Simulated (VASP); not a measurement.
# Si16HC16 (a cell with a defect) in VASP: single point with PBE

Aim: the single point of Si16HC16 (a cell with a defect) with PBE.

All numbers are computed with VASP 6.6.1; they aren't measurements. Logs are shortened: lines on timing, memory, paths and dates and some standing lists are left out, and cuts for length are marked.

### 1 The cell of the first run

The cell holds a defect, 33 atoms: a = 6.188 Å, b = 6.188 Å, c = 10.129 Å, α = 90.00°, β = 90.00°, γ = 120.00°.

### 2 Single point, PBE, collinear spin

File INCAR:

```
PREC = Accurate
ENCUT = 520
EDIFF = 1E-7
ISMEAR = 0
SIGMA = 0.02
LREAL = Auto
LASPH = True
NELM = 150
ALGO = Normal
ISIF = 2
LWAVE = False
LCHARG = False
ISPIN = 2
MAGMOM = 0 0 0 0 0 0 0 0 0 0 0 0 0 0 0 0 0 0 0 0 0 0 0 0 0 0 0 0 0 0 0 0 0.21
LORBIT = 11
GGA = PE
NBANDS = 90
```

File KPOINTS:

```
Automatic mesh
0
Gamma
  2 2 2
```

File POSCAR:

```
Si16HC16
1.0
    3.0941201811     -5.3591733586      0.0000000000
   -6.1882403624      0.0000000001      0.0000000000
    0.0000000000      0.0000000000    -10.1293391981
Si C H
16 16 1
Direct
    0.3360169339      0.1679128016      0.0611642071
    0.8356673129      0.1651522950      0.0609076257
    0.3391412963      0.6687511614      0.0608652734
    0.8392952978      0.6639366408      0.0205629406
    0.1664245473      0.3388865699      0.5616861958
    0.6676822638      0.3368578214      0.5612133120
    0.1681074561      0.8371249934      0.5614046374
    0.6678446023      0.8368323075      0.5623742960
    0.4885596761      0.4979776435      0.3184580886
    1.0020317763      0.5031806392      0.3096463588
    0.5011504238      1.0036388822      0.3112421194
    1.0073275557      1.0169263233      0.3193718698
    0.5017316702      0.5006822465      0.8078487491
    1.0031073153      0.5015305493      0.8073665853
    0.5023595655      1.0023291771      0.8109747180
    1.0039048264      1.0028243604      0.8077785569
    0.3342582671      0.1701382280      0.2499221272
    0.8341178202      0.1710716971      0.2487840471
    0.3336934412      0.6707313174      0.2486236220
    0.8284516479      0.6766592306      0.2662151940
    0.1688896663      0.3358555588      0.7479659681
    0.6691901456      0.3339890847      0.7486380752
    0.1707436836      0.8354778054      0.7487249515
    0.6686812985      0.8359160274      0.7496558118
    0.0024666118      0.0068137291      0.5030556190
    0.5015165251      0.0032822580      0.4981258798
   -0.0004131234      0.5053767409      0.4971927489
    0.4982852431      0.5025455129      0.5025196511
    0.0061410590      0.0048259558      0.9959103751
    0.5030005226      0.0014026714      0.9990979473
    0.0084054008      0.4957996362      0.9963574921
    0.4989345970      0.4977905552      0.9960173909
    0.7788587382      0.7417946413      0.1746799041
```

Potentials or basis: VASP PAW PBE potentials, release 64 (Si, C, H).

On the command line:

```sh
> cat potpaw_PBE.64/Si/POTCAR potpaw_PBE.64/C/POTCAR potpaw_PBE.64/H/POTCAR > POTCAR
> mpirun -np 1 vasp_std > vasp.out
```

OUTCAR:

```text
PREC = Accurate
   ENCUT = 520
   EDIFF = 1E-7
   ISMEAR = 0
   LREAL = Auto
   LASPH = True
   NELM = 150
   ISIF = 2
   ISPIN = 2
   LORBIT = 11
   GGA = PE

 ion  position               nearest neighbor table
   1  0.336  0.168  0.061-  32 1.89  29 1.89  30 1.89  17 1.91  11 3.09   2 3.09   3 3.09  15 3.10
                             3 3.10   2 3.10   4 3.12  16 3.12   4 3.12  13 3.12
   2  0.836  0.165  0.061-  31 1.89  30 1.89  29 1.89  18 1.90   3 3.07   1 3.09  15 3.10   1 3.10
                             4 3.10  10 3.10  11 3.11   3 3.12  16 3.12  12 3.13  14 3.14   4 3.14
   3  0.339  0.669  0.061-  30 1.89  31 1.89  32 1.89  19 1.90   2 3.07   1 3.09   1 3.10  15 3.10
                            10 3.10   4 3.11  11 3.11  13 3.12   2 3.12   9 3.12  14 3.14   4 3.14
   4  0.839  0.664  0.021-  33 1.73  31 1.82  32 1.84  29 1.84  20 2.49  14 2.78  13 2.81  16 2.82
                             2 3.10   3 3.11   1 3.12   1 3.12   3 3.14   2 3.14
   5  0.166  0.339  0.562-  25 1.88  28 1.88  21 1.89  27 1.90  12 3.00   9 3.01  14 3.04  13 3.07
                            16 3.08   7 3.08   6 3.08   8 3.09   8 3.10  10 3.10   6 3.11   7 3.11
   6  0.668  0.337  0.561-  28 1.89  27 1.89  26 1.90  22 1.90  13 3.06   9 3.06  14 3.07   5 3.08
                             7 3.09   8 3.09   8 3.09   7 3.10  11 3.10  15 3.10   5 3.11  10 3.12
   7  0.168  0.837  0.561-  25 1.89  27 1.89  23 1.90  26 1.90  12 3.06  16 3.06  14 3.07   5 3.08
                             6 3.09   8 3.09   8 3.09   6 3.10  15 3.10  11 3.10   5 3.11  10 3.12
   8  0.668  0.837  0.562-  25 1.89  28 1.89  24 1.90  26 1.90  12 3.06   9 3.07  16 3.07  13 3.07
                            15 3.08   5 3.09   7 3.09   6 3.09   6 3.09   7 3.09   5 3.10  11 3.11
   9  0.489  0.498  0.318-  28 1.87  17 1.89  19 1.89  20 1.90  12 2.98   5 3.01  10 3.03   6 3.06
                             8 3.07  11 3.09  11 3.10   3 3.12
  10  0.002  0.503  0.310-  19 1.88  18 1.88  27 1.90  20 1.91  12 3.03   9 3.03  11 3.09  11 3.10
                             3 3.10   5 3.10   2 3.10   6 3.12   7 3.12
  11  0.501  0.004  0.311-  17 1.89  26 1.89  18 1.89  19 1.89   1 3.09   9 3.09  10 3.09  12 3.09
                            10 3.10   6 3.10  12 3.10   7 3.10   9 3.10   2 3.11   3 3.11   8 3.11
  12  0.007  0.017  0.319-  25 1.86  17 1.89  18 1.90  20 1.90   9 2.98   5 3.00  10 3.03   7 3.06
                             8 3.06  11 3.09  11 3.10   2 3.13
  13  0.502  0.501  0.808-  21 1.88  22 1.89  24 1.89  32 1.91   4 2.81   6 3.06   8 3.07   5 3.07
                            16 3.08  15 3.09  14 3.09  14 3.10  15 3.10  16 3.11   3 3.12   1 3.12
  14  0.003  0.502  0.807-  21 1.88  23 1.89  22 1.89  31 1.92   4 2.78   5 3.04   7 3.07   6 3.07
                            13 3.09  16 3.09  15 3.09  15 3.09  16 3.10  13 3.10   3 3.14   2 3.14
  15  0.502  0.002  0.811-  23 1.89  22 1.89  24 1.89  30 1.91   8 3.08  13 3.09  16 3.09  14 3.09
                            14 3.09   1 3.10   7 3.10   2 3.10   3 3.10   6 3.10  16 3.10  13 3.10
  16  0.004  0.003  0.808-  21 1.88  23 1.89  24 1.89  29 1.91   4 2.82   7 3.06   8 3.07   5 3.08
                            13 3.08  15 3.09  14 3.09  14 3.10  15 3.10  13 3.11   2 3.12   1 3.12
  17  0.334  0.170  0.250-  12 1.89   9 1.89  11 1.89   1 1.91
[... 273 lines left out ...]
  band No.  band energies     occupation
      1      -7.4741      1.00000
      2      -6.3141      1.00000
      3      -6.2574      1.00000
      4      -4.5217      1.00000
      5      -4.0501      1.00000
      6      -4.0265      1.00000
[... 621 lines left out ...]
     75      13.3938      0.00000
     76      13.5288      0.00000
 Fermi energy:        10.3027031036

 spin component 2

 k-point     1 :       0.0000    0.0000    0.0000
  band No.  band energies     occupation
      1      -7.4741      1.00000
      2      -6.3141      1.00000
      3      -6.2574      1.00000
      4      -4.5217      1.00000
      5      -4.0501      1.00000
      6      -4.0265      1.00000
[... 621 lines left out ...]
     75      13.3938      0.00000
     76      13.5288      0.00000
 [bands above 76 left out]

------------------------ aborting loop because EDIFF is reached ----------------------------------------

  FORCE on cell =-STRESS in cart. coord.  units (eV):
  Direction    XX          YY          ZZ          XY          YZ          ZX
  --------------------------------------------------------------------------------------
  -------------------------------------------------------------------------------------
  Total        3.9017120      5.5484502      9.1069715      1.3665626     -1.1496731      2.3749635
  in kB       18.6088569     26.4628234     43.4348640      6.5176948     -5.4832600     11.3271704
  external PRESSURE =      29.5021814 kB  Pullay stress =       0.0000000 kB

 VOLUME and BASIS-vectors are now :
 -----------------------------------------------------------------------------
  energy-cutoff  :      520.00
  volume of cell :      335.93
      direct lattice vectors                 reciprocal lattice vectors
     3.094120181 -5.359173359  0.000000000    -0.000000000 -0.186595942  0.000000000
    -6.188240362  0.000000000  0.000000000    -0.161596826 -0.093297971  0.000000000
     0.000000000  0.000000000-10.129339198     0.000000000  0.000000000 -0.098723123

 POSITION                                       TOTAL-FORCE (eV/Angst)
 -----------------------------------------------------------------------------------
      0.00059     -1.80077     -0.61955        -0.008236      0.003064     -0.001523
      1.56365     -4.47849     -0.61695        -0.007592     -0.003605     -0.000046
     -3.08905     -1.81752     -0.61652        -0.003085      0.002273      0.001383
     -1.51172     -4.49793     -0.20829        -0.005572      0.000909      0.074605
     -1.58217     -0.89190     -5.68951        -0.005659      0.001641      0.002307
     -0.01867     -3.57823     -5.68472        -0.007007      0.001125      0.002968
[... 25 lines left out ...]
     -1.53668     -2.67388    -10.08900        -0.008577      0.003557     -0.013246
     -2.18052     -4.17404     -1.76939         0.090368     -0.034030      0.057921
 -----------------------------------------------------------------------------------
    total drift:                                0.051818      0.051331     -0.027088

  FREE ENERGIE OF THE ION-ELECTRON SYSTEM (eV)
  ---------------------------------------------------
  free  energy   TOTEN  =      -240.4541010870 eV

  energy  without entropy=     -240.4541010870  energy(sigma->0) =     -240.45410109

 total charge

# of ion       s       p       d       tot
------------------------------------------
    1        0.698   0.956   0.000   1.654
    2        0.698   0.960   0.000   1.658
    3        0.698   0.960   0.000   1.658
    4        0.734   0.954   0.000   1.688
    5        0.703   0.975   0.000   1.678
    6        0.701   0.963   0.000   1.663
[... 25 lines left out ...]
   32        0.839   1.708   0.000   2.547
   33        0.632   0.064   0.000   0.696
--------------------------------------------------
tot         25.304  42.755   0.000  68.059

 magnetization (x)

# of ion       s       p       d       tot
------------------------------------------
    1        0.000   0.000   0.000   0.000
    2       -0.000  -0.000   0.000  -0.000
    3       -0.000   0.000   0.000  -0.000
    4       -0.000  -0.000   0.000  -0.000
    5        0.000   0.000   0.000   0.000
    6        0.000   0.000   0.000   0.000
[... 25 lines left out ...]
   32       -0.000  -0.000   0.000  -0.000
   33        0.000   0.000   0.000   0.000
--------------------------------------------------
tot          0.000  -0.000   0.000   0.000
```

OSZICAR:

```text
N       E                     dE             d eps       ncg     rms          rms(c)
DAV:   1     0.370022386883E+03    0.37002E+03   -0.58356E+04  2880   0.129E+03
DAV:   2    -0.230003174926E+03   -0.60003E+03   -0.56485E+03  3582   0.226E+02
DAV:   3    -0.269302214392E+03   -0.39299E+02   -0.38904E+02  3584   0.548E+01
DAV:   4    -0.270100465946E+03   -0.79825E+00   -0.79537E+00  3544   0.863E+00
DAV:   5    -0.270121698925E+03   -0.21233E-01   -0.21208E-01  3472   0.134E+00    0.350E+01
DAV:   6    -0.241308780666E+03    0.28813E+02   -0.91110E+01  3312   0.223E+01    0.155E+01
DAV:   7    -0.240588674233E+03    0.72011E+00   -0.85772E+00  3632   0.726E+00    0.684E+00
DAV:   8    -0.240460749771E+03    0.12792E+00   -0.54862E-01  3372   0.199E+00    0.202E+00
DAV:   9    -0.240451080056E+03    0.96697E-02   -0.76782E-02  3416   0.857E-01    0.424E-01
DAV:  10    -0.240452861167E+03   -0.17811E-02   -0.58121E-03  3404   0.241E-01    0.265E-01
DAV:  11    -0.240453892633E+03   -0.10315E-02   -0.10289E-03  3240   0.108E-01    0.963E-02
DAV:  12    -0.240454086708E+03   -0.19407E-03   -0.23654E-04  3326   0.543E-02    0.311E-02
DAV:  13    -0.240454094690E+03   -0.79819E-05   -0.56517E-05  3544   0.244E-02    0.150E-02
DAV:  14    -0.240454098484E+03   -0.37944E-05   -0.84485E-06  3302   0.972E-03    0.557E-03
DAV:  15    -0.240454099963E+03   -0.14783E-05   -0.18368E-06  3672   0.455E-03    0.283E-03
DAV:  16    -0.240454100807E+03   -0.84423E-06   -0.31477E-07  2768   0.186E-03    0.144E-03
DAV:  17    -0.240454101051E+03   -0.24392E-06   -0.60197E-08  1800   0.804E-04    0.878E-04
DAV:  18    -0.240454101087E+03   -0.36087E-07   -0.20133E-08  1776   0.517E-04
   1 F= -.24045410E+03 E0= -.24045410E+03  d E =-.761969E-11  mag=    -0.0000
```

stdout:

```text
POSCAR found type information on POSCAR SiC H
 POSCAR found :  3 types and      33 ions
 scaLAPACK will be used
 LDA part: xc-table for (Slater+PW92), standard interpolation
 POSCAR, INCAR and KPOINTS ok, starting setup
 FFT: planning ... GRIDC
 FFT: planning ... GRID_SOFT
 FFT: planning ... GRID
 WAVECAR not read
 entering main loop
```

Wall time 22 min (1 thread of Oxide Virtual Turin-like, shared host); peak memory 0.7 GiB.

What came out:

- Free energy: -240.4541 eV
- Pressure: 3.0 GPa
- Largest force: 0.113 eV/Å
- Net moment: 0.00 μB per cell
- Valence electrons inside the program's atomic spheres: Si 1.65, 1.66, 1.69, 1.68, 1.67 (each value once); C 2.53, 2.54, 2.56, 2.55 (each value once); H 0.70

Forces on the atoms (eV/Å):
```
Si  -0.008  0.003 -0.002
Si  -0.008 -0.004  0.000
Si  -0.003  0.002  0.001
Si  -0.006  0.001  0.075
Si  -0.006  0.002  0.002
Si  -0.007  0.001  0.003
Si  -0.006  0.002  0.003
Si  -0.004  0.000  0.003
Si  -0.009 -0.001 -0.010
Si  -0.012  0.002  0.008
Si  -0.002 -0.004  0.002
Si  -0.010  0.000 -0.011
Si  -0.004  0.001  0.000
Si  -0.006  0.001  0.004
Si  -0.005  0.003 -0.003
Si  -0.004  0.001  0.000
C   -0.003 -0.001 -0.003
C    0.004 -0.003 -0.004
C    0.002 -0.005  0.000
C    0.035 -0.019 -0.086
C   -0.002  0.007 -0.004
C   -0.005  0.010 -0.003
C   -0.004  0.006 -0.006
C   -0.002  0.005 -0.002
C   -0.001  0.004  0.000
C    0.002  0.004  0.000
C    0.002  0.002  0.000
C    0.000  0.003 -0.003
C   -0.007  0.007 -0.007
C   -0.006  0.005 -0.005
C    0.003 -0.006  0.001
C   -0.009  0.004 -0.013
H    0.090 -0.034  0.058
```

Stress tensor (GPa, compression positive):
```
 1.86  0.65  1.13
 0.65  2.65 -0.55
 1.13 -0.55  4.34
```

Caveat: the k points lie up to 0.59 Å⁻¹ apart.
